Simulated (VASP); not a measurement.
A run of VASP 6.6.1 is set up as follows.

The input INCAR:

```
ALGO     = Normal         # electronic algorithm
EDIFF    = 1E-7           # SCF threshold, eV
ENCUT    = 520            # plane-wave cutoff, eV
GGA      = PE             # functional
ISIF     = 2              # what is computed and relaxed
ISMEAR   = -1             # smearing method
LASPH    = True           # aspherical terms in the spheres
LCHARG   = False          # write CHGCAR
LREAL    = False          # projectors in reciprocal space
LWAVE    = False          # write WAVECAR
NBANDS   = 18             # bands
NELM     = 100            # most SCF steps
PREC     = Accurate       # precision mode
SIGMA    = 0.02           # smearing width, eV
```

File KPOINTS:

```
k-points
0
Gamma
  8 8 8
```

File POSCAR:

```
HfO2
1.0
    0.0000000000      2.5954468961      2.5075858953
    2.5954468961      0.0000000000      2.5075858953
    2.5954468961      2.5954468961      0.0000000000
Hf O
1 2
Direct
    0.0000000000      0.0000000000      0.0000000000
    0.2500000000      0.2500000000      0.2500000000
    0.7500000000      0.7500000000      0.7500000000
```

Potentials or basis: VASP PAW PBE potentials, release 64 (Hf_pv, O).

Launch:

```sh
$ cat potpaw_PBE.64/Hf_pv/POTCAR potpaw_PBE.64/O/POTCAR > POTCAR
$ mpirun -np 1 vasp_std > vasp.out
```

Task: What does it give for the pressure?

Result: -8.1 GPa.

Task: Estimate the band gap on the k mesh.

Result: 3.36 eV, indirect (least direct gap 3.43 eV).

Stress tensor (GPa, compression positive):
```
-13.21   0.00   0.00
  0.00 -13.21   0.00
  0.00   0.00   2.12
```

Caveat: the cell differs from its parent crystal (epitaxial xy strain +2.6%); spin-orbit coupling is left out, which moves the levels of the heavy elements. A k mesh can miss the band edges.
